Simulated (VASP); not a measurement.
# Ni (P6_3/mmc) in VASP: a series of runs

Ni is run at these levels: PBEsol; tasks: single point, relaxation of cell and atoms.

Everything below comes from runs of VASP 6.6.1. Logs are shortened: lines on timing, memory, paths and dates and some standing lists are left out, and cuts for length are marked.

## Step 1: The cell of the first run

It takes space group P6_3/mmc (No. 194, hexagonal). The conventional cell has a = 2.442 Å, b = 2.442 Å, c = 8.057 Å, α = 90.00°, β = 90.00°, γ = 120.00°. Within 3.2 Å of Ni (site symmetry -3m) lie 12 Ni at 2.44 to 2.46 Å. Within 3.2 Å of Ni (site symmetry -6m2) lie 12 Ni at 2.44 to 2.46 Å.

## Step 2: Single point, PBEsol, collinear spin, ferromagnetic start

The input, INCAR:

```
  PREC = Accurate
  ENCUT = 520
  EDIFF = 1E-6
  ISMEAR = 0
  SIGMA = 0.1
  LREAL = False
  LASPH = True
  NELM = 150
  ALGO = Normal
  ISIF = 2
  LWAVE = False
  LCHARG = False
  ISPIN = 2
  MAGMOM = 0.77 0.77 0.79 0.79
  LORBIT = 11
  LMAXMIX = 4
  GGA = PS
  NBANDS = 32
```

The input, KPOINTS:

```
regular mesh
0
Gamma
  9 9 2
```

The input, POSCAR:

```
Ni
1.0
    2.4417809569      0.0000000000      0.0000000000
   -1.2208904784      2.1146443391      0.0000000000
    0.0000000000      0.0000000000      8.0570386615
Ni
4
Direct
    0.0000000000      0.0000000000      0.0000000000
    0.0000000000      0.0000000000      0.5000000000
    0.3333333333      0.6666666667      0.7500000000
    0.6666666667      0.3333333333      0.2500000000
```

Potentials or basis: VASP PAW PBE potentials, release 64 (Ni).

Started as:

```console
$ cat potpaw_PBE.64/Ni/POTCAR > POTCAR
$ mpirun -np 1 vasp_std > vasp.out
```

OUTCAR:

```text
PREC = Accurate
   ENCUT = 520
   EDIFF = 1E-6
   ISMEAR = 0
   LREAL = False
   LASPH = True
   NELM = 150
   ISIF = 2
   ISPIN = 2
   LORBIT = 11
   GGA = PS

 ion  position               nearest neighbor table
   1  0.000  0.000  0.000-   3 2.46   4 2.46   3 2.46   4 2.46   4 2.46   3 2.46
   2  0.000  0.000  0.500-   3 2.46   4 2.46   3 2.46   4 2.46   4 2.46   3 2.46
   3  0.333  0.667  0.750-   1 2.46   2 2.46   1 2.46   2 2.46   1 2.46   2 2.46
   4  0.667  0.333  0.250-   1 2.46   2 2.46   1 2.46   2 2.46   1 2.46   2 2.46

  LATTYP: Found a hexagonal cell.
 ALAT       =     2.4417809569
 C/A-ratio  =     3.2996566046

  Lattice vectors:

 A1 = (   2.4417809569,   0.0000000000,   0.0000000000)
 A2 = (  -1.2208904784,   2.1146443391,   0.0000000000)
 A3 = (   0.0000000000,   0.0000000000,   8.0570386615)

Analysis of symmetry for initial positions (statically):
=====================================================================
 Subroutine PRICEL returns:
 Original cell was already a primitive cell.

 Routine SETGRP: Setting up the symmetry group for a
 hexagonal supercell.

 Subroutine GETGRP returns: Found 24 space group operations
 (whereof 12 operations were pure point group operations)
 out of a pool of 24 trial point group operations.

The static configuration has the point symmetry D_3d.
 The point group associated with its full space group is D_6h.

Analysis of symmetry for dynamics (positions and initial velocities):
=====================================================================
 Subroutine PRICEL returns:
 Original cell was already a primitive cell.

 Routine SETGRP: Setting up the symmetry group for a
 hexagonal supercell.

 Subroutine GETGRP returns: Found 24 space group operations
 (whereof 12 operations were pure point group operations)
 out of a pool of 24 trial point group operations.

The dynamic configuration has the point symmetry D_3d.
 The point group associated with its full space group is D_6h.

Analysis of structural, dynamic, and magnetic symmetry:
=====================================================================
 Subroutine PRICEL returns:
 Original cell was already a primitive cell.

 Routine SETGRP: Setting up the symmetry group for a
 hexagonal supercell.

 Subroutine GETGRP returns: Found 24 space group operations
 (whereof 12 operations were pure point group operations)
 out of a pool of 24 trial point group operations.

The overall configuration has the point symmetry D_3d.
 The point group associated with its full space group is D_6h.

 Subroutine INISYM returns: Found 24 space group operations
 (whereof 12 operations are pure point group operations),
 and found     1 'primitive' translations

----------------------------------------------------------------------------------------

                                     Primitive cell

  volume of cell :      41.6025

  direct lattice vectors                    reciprocal lattice vectors
     2.441780957  0.000000000  0.000000000     0.409537144  0.236446380  0.000000000
    -1.220890478  2.114644339  0.000000000     0.000000000  0.472892761  0.000000000
     0.000000000  0.000000000  8.057038662     0.000000000  0.000000000  0.124115080

  length of vectors
     2.441780957  2.441780957  8.057038662     0.472892761  0.472892761  0.124115080

  position of ions in fractional coordinates (direct lattice)
     0.000000000  0.000000000  0.000000000
     0.000000000  0.000000000  0.500000000
     0.333333333  0.666666667  0.750000000
     0.666666667  0.333333333  0.250000000

  ion indices of the primitive-cell ions
   primitive index   ion index
                 1           1
                 2           2
                 3           3
                 4           4

----------------------------------------------------------------------------------------

 KPOINTS: regular mesh

Automatic generation of k-mesh.
 Grid dimensions read from file:
 generate k-points for:    9    9    2

 Generating k-lattice:

  Cartesian coordinates                     Fractional coordinates (reciprocal lattice)
     0.045504127  0.026271820  0.000000000     0.111111111 -0.000000000  0.000000000
     0.000000000  0.052543640  0.000000000     0.000000000  0.111111111  0.000000000
     0.000000000  0.000000000  0.062057540     0.000000000  0.000000000  0.500000000

  Length of vectors
     0.052543640  0.052543640  0.062057540

  Shift w.r.t. Gamma in fractional coordinates (k-lattice)
     0.000000000  0.000000000  0.000000000

 Subroutine IBZKPT returns following result:
 ===========================================

 Found     24 irreducible k-points:

 Following reciprocal coordinates:
            Coordinates               Weight
  0.000000  0.000000  0.000000      1.000000
  0.111111  0.000000  0.000000      6.000000
  0.222222  0.000000  0.000000      6.000000
  0.333333  0.000000  0.000000      6.000000
  0.444444  0.000000  0.000000      6.000000
  0.111111  0.111111  0.000000      6.000000
[... 16 lines left out ...]
  0.333333  0.222222  0.500000     12.000000
  0.333333  0.333333  0.500000      2.000000
   k-points           NKPTS =     24   k-points in BZ     NKDIM =     24   number of bands    NBANDS=     32
   number of dos      NEDOS =    301   number of ions     NIONS =      4
   total plane-waves  NPLWV =  19440
   dimension x,y,z NGX =    18 NGY =   18 NGZ =   60
   dimension x,y,z NGXF=    36 NGYF=   36 NGZF=  120
   ions per type =               4
   NGX,Y,Z   is equivalent  to a cutoff of  12.26, 12.26, 12.38 a.u.
   NGXF,Y,Z  is equivalent  to a cutoff of  24.51, 24.51, 24.76 a.u.
 SYSTEM =  unknown system
   PREC   = accura    normal or accurate (medium, high low for compatibility)
   ISTART =      0    job   : 0-new  1-cont  2-samecut
   ICHARG =      2    charge: 1-file 2-atom 10-const
   ISPIN  =      2    spin polarized calculation?
   LNONCOLLINEAR =      F non collinear calculations
   LSORBIT =      F    spin-orbit coupling
   LASPH  =      T    aspherical Exc in radial PAW
   ENCUT  =  520.0 eV  38.22 Ry    6.18 a.u.   4.54  4.54 14.98*2*pi/ulx,y,z
   NELM   =    150;   NELMIN=  2; NELMDL= -5     # of ELM steps
   EDIFF  = 0.1E-05   stopping-criterion for ELM
   LREAL  =      F    real-space projection
   EDIFFG = 0.1E-04   stopping-criterion for IOM
   NSW    =      0    number of steps for IOM
   IBRION =     -1    ionic relax: 0-MD 1-quasi-New 2-CG
   NFREE  =      0    steps in history (QN), initial steepest desc. (CG)
   ISIF   =      2    stress and relaxation
   ISYM   =      2    0-nonsym 1-usesym 2-fastsym
   POTIM  = 0.5000    time-step for ionic-motion
   TEBEG  =    0.0;   TEEND  =   0.0 temperature during run
   PSTRESS=    0.0 pullay stress
   NELECT =      40.0000    total number of electrons
   NUPDOWN=      -1.0000    fix difference up-down
   EMIN   =  10.00;   EMAX   =-10.00  energy-range for DOS
   EFERMI =   0.00;   METHOD = LEGACY
   ISMEAR =     0;   SIGMA  =   0.10  broadening in eV -4-tet -1-fermi 0-gaus
   EFERMI_NEDOS =   21; number of points for ismear=-14 and -15
   IALGO  =     38    algorithm
   IMIX   =      4    mixing-type and parameters
     AMIX     =   0.40;   BMIX     =  1.00
     AMIX_MAG =   1.60;   BMIX_MAG =  1.00
  volume/ion in A,a.u.               =      10.40        70.19
  Fermi-wavevector in a.u.,A,eV,Ry     =   1.615803  3.053424 35.522341  2.610818
  Thomas-Fermi vector in A             =   2.710492
   LORBIT       =     11    0 simple, 1 ext, 2 COOP (PROOUT), +10 PAW based schemes
   GGA     = PS    functional components
   LHFCALC =     F    Hartree Fock is set to
   AEXX    =    0.0000 exact exchange contribution
   IVDW    =     0    specifies the selected vdW correction
   LEPSILON=     F    determine dielectric tensor
   LRPA    =     F    only Hartree local field effects (RPA)
 spin polarized calculation
 Gauss-broadening in eV      SIGMA  =   0.10
  energy-cutoff  :      520.00
  volume of cell :       41.60
 maximum number of plane-waves:      1148
 NGX is ok and might be reduce to    18
   NGX =  9   NGY =  9   NGZ = 29

 number of electron      39.9999970 magnetization       2.3406962

 Free energy of the ion-electron system (eV)
  ---------------------------------------------------
  ext. energy  EPLUGINS =         0.00000000
  ---------------------------------------------------
  free energy    TOTEN  =       -24.49174967 eV

  energy without entropy =      -24.45221216  energy(sigma->0) =      -24.47198092

 E-fermi :   9.8326     XC(G=0): -13.7043

 val. band max:        9.8191010248   @ k =   0.2222   0.0000   0.5000
 cond. band min:       9.8344131831   @ k =   0.2222   0.1111   0.0000
 fundamental gap:      0.0153121583
 Fermi energy:         9.8326238624

 spin component 1

 k-point     1 :       0.0000    0.0000    0.0000
  band No.  band energies     occupation
      1       0.4596      1.00000
      2       2.7243      1.00000
      3       2.7340      1.00000
      4       4.7395      1.00000
      5       6.9236      1.00000
      6       6.9850      1.00000
[... 829 lines left out ...]
     31      21.5412      0.00000
     32      21.5412      0.00000
 Fermi energy:         9.8326238624

 spin component 2

 k-point     1 :       0.0000    0.0000    0.0000
  band No.  band energies     occupation
      1       0.4519      1.00000
      2       2.7386      1.00000
      3       2.7520      1.00000
      4       5.1163      1.00000
      5       7.5259      1.00000
      6       7.5333      1.00000
[... 829 lines left out ...]
     31      21.7028      0.00000
     32      21.7028      0.00000

------------------------ aborting loop because EDIFF is reached ----------------------------------------

  FORCE on cell =-STRESS in cart. coord.  units (eV):
  Direction    XX          YY          ZZ          XY          YZ          ZX
  --------------------------------------------------------------------------------------
  -------------------------------------------------------------------------------------
  Total       -0.0815492     -0.0815492     -0.1241436     -0.0000000      0.0000000      0.0000000
  in kB       -3.1405866     -3.1405866     -4.7809623     -0.0000000      0.0000000      0.0000000
  external PRESSURE =      -3.6873785 kB  Pullay stress =       0.0000000 kB

 VOLUME and BASIS-vectors are now :
 -----------------------------------------------------------------------------
  energy-cutoff  :      520.00
  volume of cell :       41.60
      direct lattice vectors                 reciprocal lattice vectors
     2.441780957  0.000000000  0.000000000     0.409537144  0.236446380  0.000000000
    -1.220890478  2.114644339  0.000000000     0.000000000  0.472892761  0.000000000
     0.000000000  0.000000000  8.057038662     0.000000000  0.000000000  0.124115080

 POSITION                                       TOTAL-FORCE (eV/Angst)
 -----------------------------------------------------------------------------------
      0.00000      0.00000      0.00000         0.000000      0.000000      0.000000
      0.00000      0.00000      4.02852         0.000000      0.000000      0.000000
     -0.00000      1.40976      6.04278         0.000000     -0.000000     -0.000000
      1.22089      0.70488      2.01426        -0.000000      0.000000     -0.000000
 -----------------------------------------------------------------------------------
    total drift:                               -0.000000      0.000000      0.000000

  FREE ENERGIE OF THE ION-ELECTRON SYSTEM (eV)
  ---------------------------------------------------
  free  energy   TOTEN  =       -24.4917496736 eV

  energy  without entropy=      -24.4522121571  energy(sigma->0) =      -24.47198092

 total charge

# of ion       s       p       d       tot
------------------------------------------
    1        0.519   0.542   8.337   9.398
    2        0.519   0.542   8.337   9.398
    3        0.519   0.547   8.332   9.398
    4        0.519   0.547   8.332   9.398
--------------------------------------------------
tot          2.076   2.177  33.338  37.592

 magnetization (x)

# of ion       s       p       d       tot
------------------------------------------
    1       -0.006  -0.022   0.614   0.585
    2       -0.006  -0.022   0.614   0.585
    3       -0.005  -0.023   0.624   0.596
    4       -0.005  -0.023   0.624   0.596
--------------------------------------------------
tot         -0.024  -0.090   2.475   2.361
```

Run time: 29 s. Hardware: 1 thread of Intel Xeon 6975P-C (Granite Rapids), shared host; peak memory 0.18 GiB.

What came out:

* Free energy: -24.4917 eV
* Pressure: -0.4 GPa
* Net moment: 2.34 μB per cell
* Site moments: Ni +0.58, +0.60 μB
* Valence electrons inside the program's atomic spheres: Ni 9.40

Stress tensor (GPa, compression positive):
```
-0.31  0.00  0.00
 0.00 -0.31  0.00
 0.00  0.00 -0.48
```

Caveat: the k points lie up to 0.39 Å⁻¹ apart; the PAW data sets were made with another functional, which shifts forces and pressure a little.

(Continued in part 2 of 3.)
